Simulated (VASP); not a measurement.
**CuO: single point with RPBE**

Crystal: CuO.

```
Cu O
1.0
     2.36018   -1.72475    0.00000
     2.36018    1.72475    0.00000
    -0.86625    0.00000    5.09295
Cu O
2 2
Direct
  0.00320 0.49680 0.00000
  0.49680 0.00320 0.50000
  0.57140 0.40560 0.25370
  0.40560 0.57140 0.75370
```

```json
{"Program": "VASP 6.6.1", "Task": "single point", "Functional": "RPBE", "Potentials or basis": "VASP PAW PBE potentials, release 64 (Cu_sv_GW, O)", "Cutoff": "700 eV", "k mesh": "10 × 10 × 5", "Occupations": "fermi-dirac, width 0.05 eV", "Spin": "no spin polarisation", "Dipole correction": "no", "Second run": "valence_matched", "Further INCAR settings": "ALGO = Normal; EDIFF = 1e-06; NBANDS = 33"}
```

| Item | Value |
| --- | --- |
| Pressure | 4.6 GPa |
| Largest force | 0.734 eV/Å |
| Band gap on the k mesh | zero (band 25 reaches 5.89 eV, above the bottom of band 26 at 5.30 eV) |

Forces in eV/Å, atoms in the order of the input:
```
Cu  -0.609  0.334  0.236
Cu  -0.609 -0.334  0.236
O    0.609  0.290 -0.236
O    0.609 -0.290 -0.236
```

Stress tensor (GPa, compression positive):
```
 4.50  0.00 -1.64
 0.00  5.51  0.00
-1.64  0.00  3.90
```

Levels at points of the mesh, in eV from the Fermi level:
```
           k point  band 22  band 23  band 24  band 25  band 26  band 27  band 28  band 29
(0.00, 0.00, 0.00)    -2.16    -2.08    -1.61     0.21     0.90     1.64     6.04     8.05
(0.50, 0.00, 0.00)    -1.56    -1.46    -1.37    -0.03     0.29     4.93     6.24     6.86
(0.50, 0.50, 0.00)    -2.06    -1.64    -1.20    -0.65     1.04     3.44     7.00     8.53
```

Run time: 3.2 min on 1 thread of AMD EPYC 9R45 96-Core Processor (Zen 5) (shared host), peak memory 0.37 GiB.

Caveat: the PAW data sets were made with another functional, which shifts forces and pressure a little; semilocal functionals often make such compounds metallic where correlation or magnetic order opens a gap, which also shifts bond lengths. With open d or f shells a metallic result of RPBE can be an artefact of self-interaction; +U or a hybrid may open a gap.
